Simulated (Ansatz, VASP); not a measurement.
## Two plane-wave programs on GaSb3

```
Ga Sb
1.0
     0.00000    3.48621    3.77731
     3.48621    0.00000    3.77731
     3.48621    3.48621    0.00000
Ga Sb
1 3
Direct
  0.00000 0.00000 0.00000
  0.25000 0.25000 0.25000
  0.75000 0.75000 0.75000
  0.50000 0.50000 0.50000
```

Alike in both runs: task single point; functional PBEsol; k mesh 10 × 10 × 10; occupations gaussian, width 0.15 eV; no spin polarisation.

|  | VASP | Ansatz |
| --- | --- | --- |
| version | VASP 6.6.1 | Ansatz 0.2.0 |
| potentials or method | VASP PAW PBE potentials, release 64 (Ga_d, Sb), cutoff 520 eV | scalar-relativistic, plane waves, PAW |
| valence electrons in the cell | 28 | 58 |

|  | VASP | Ansatz | Ansatz less VASP |
| --- | --- | --- | --- |
| gap on the k mesh at the Fermi level (eV) | none | none | - |
| pressure (GPa) | 4.5 | 4.4 | -0.08 |
| traceless stress, the component that is largest in VASP (GPa) | -2.14 | -2.13 | +0.008 |

VASP's potentials were made for PBE, not for PBEsol, and Ansatz warns of the same on its side. A gap of «none» marks a metal or a gap that the smearing closes. VASP's potentials hold 28 valence electrons a cell and Ansatz's 58, so a difference there can come from the potentials and not from the codes.

Neither program's run includes spin-orbit coupling.
